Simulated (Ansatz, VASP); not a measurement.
Two plane-wave programs on C

INCAR

```
PREC = Accurate
ENCUT = 520
EDIFF = 1E-6
ISMEAR = -1
SIGMA = 0.02
LREAL = F
LASPH = T
NELM = 80
ALGO = Normal
ISIF = 2
LWAVE = F
LCHARG = F
NBANDS = 16
```

File KPOINTS:

```
Automatic mesh
0
Gamma
  10 7 10
```

The input POSCAR:

```
C
1.0
   -1.7658614235      1.7658614235      0.0000000000
    0.0000000000      0.0000000000      3.5317228470
    1.7658614235      1.7658614235      0.0000000000
C
4
Direct
    0.5000000000      0.3750000000      0.2500000000
    0.0000000000      0.8750000000      0.7500000000
    0.0000000000      0.1250000000      0.2500000000
    0.5000000000      0.6250000000      0.7500000000
```

Input for Ansatz:

```yaml
crystal:
  lattice:
    - [-1.7658614235, 1.7658614235, 0.0]
    - [0.0, 0.0, 3.531722847]
    - [1.7658614235, 1.7658614235, 0.0]
  atoms:
    - { symbol: C, position: [0.5, 0.375, 0.25] }
    - { symbol: C, position: [0.0, 0.875, 0.75] }
    - { symbol: C, position: [0.0, 0.125, 0.25] }
    - { symbol: C, position: [0.5, 0.625, 0.75] }
kpoints:
  mp_grid: { grid: [10, 7, 10] }
scf:
  occupations: { method: fermi_dirac, width: 0.02 }
hamiltonian:
  xc: lda
  pseudopotentials: { kind: paw }
output:
  forces: true
  stress: true
  eigenvalues: true
  write_density: true
  write_potential: true
  elf: true
  volumetric_format: npy
```

Alike in both runs: task single point; functional LDA; k mesh 10 × 7 × 10; occupations fermi-dirac, width 0.02 eV; no spin polarisation.

|  | VASP | Ansatz |
| --- | --- | --- |
| version | VASP 6.6.1 | Ansatz 0.2.0 |
| potentials or method | VASP PAW LDA potentials, release 64 (C) | PAW with Ansatz's default frozen-core files, scalar-relativistic |
| plane-wave cutoff (eV) | 520 | 420 |
| valence electrons in the cell | 16 | 16 |

|  | VASP | Ansatz | Ansatz less VASP |
| --- | --- | --- | --- |
| gap on the k mesh at the Fermi level (eV) | 4.17 | 4.17 | +0.001 |
| pressure (GPa) | 1.6 | 0.0 | -1.62 |

LDA's correlation is that of Perdew and Zunger in VASP and of Perdew and Wang (1992) in Ansatz.
